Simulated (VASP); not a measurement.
A run of VASP 6.6.1 is set up as follows.

INCAR

```
  ALGO = Normal
  EDIFF = 1E-6
  EDIFFG = -0.005
  ENCUT = 600
  IBRION = 2
  ISIF = 3
  ISMEAR = -1
  LASPH = True
  LCHARG = False
  LREAL = False
  LWAVE = False
  NELM = 100
  NSW = 80
  PREC = Accurate
  SIGMA = 0.05
```

KPOINTS

```
k-points
0
Gamma
  7 7 9
```

Contents of POSCAR:

```
Ti
1.0
    4.5673748306      0.0000000000      0.0000000000
   -2.2836874153      3.9554626319      0.0000000000
    0.0000000000      0.0000000000      2.8262442700
Ti
3
Direct
    0.6666666667      0.3333333333      0.5000000000
    0.3333333333      0.6666666667      0.5000000000
    0.0000000000      0.0000000000      0.0000000000
```

Potentials or basis: VASP PAW LDA potentials, release 64 (Ti_sv).

Launch:

```bash
$ cat potpaw_LDA.64/Ti_sv/POTCAR > POTCAR
$ mpirun -np 1 vasp_std > vasp.out
```

(1) What does it give for the space group after relaxing (to 0.1 Å)?

(2) What does it give for the relaxed volume?

(3) Estimate the relaxed cell.

## Answers

(1) P6/mmm (No. 191).

(2) 15.83 Å³/atom.

(3) a = 4.451 Å, b = 4.451 Å, c = 2.768 Å, α = 90.00°, β = 90.00°, γ = 120.00°.
